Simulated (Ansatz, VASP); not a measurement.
## SnO in VASP and in Ansatz

```
CELL_PARAMETERS angstrom
3.79259 0.00000 0.00000
0.00000 3.79259 0.00000
0.00000 0.00000 4.61564
ATOMIC_POSITIONS crystal
Sn 0.00000 0.50000 0.24724
Sn 0.50000 0.00000 0.75276
O 0.50000 0.50000 0.00000
O 0.00000 0.00000 0.00000
```

Change from the starting cell: uniaxial_z strain -3.0%.

Alike in both runs: task single point; functional r2SCAN; k mesh 6 × 6 × 6; occupations fermi-dirac, width 0.02 eV; non-collinear spin, spin-orbit coupling.

|  | VASP | Ansatz |
| --- | --- | --- |
| version | VASP 6.6.1 | Ansatz 0.2.0 |
| potentials or method | VASP PAW PBE potentials, release 64 (Sn_d, O) | plane waves, PAW |
| plane-wave cutoff (eV) | 660 | 500 |
| valence electrons in the cell | 40 | 40 |

VASP gave:

* pressure (GPa): 2.5
* traceless stress, the component that is largest in VASP (GPa): 0.72
* rms of the force components (eV/Å): 0.048
* net moment per atom (μB): 0.00

Question: Estimate Ansatz's values.

Answer: Pressure (GPa): 1.9; traceless stress, the component that is largest in VASP (GPa): 0.78; rms of the force components (eV/Å): 0.008; net moment per atom (μB): 0.00.

VASP's potentials were made for PBE, not for r2SCAN. Atom by atom the forces differ by 0.056 eV/Å (rms over components).
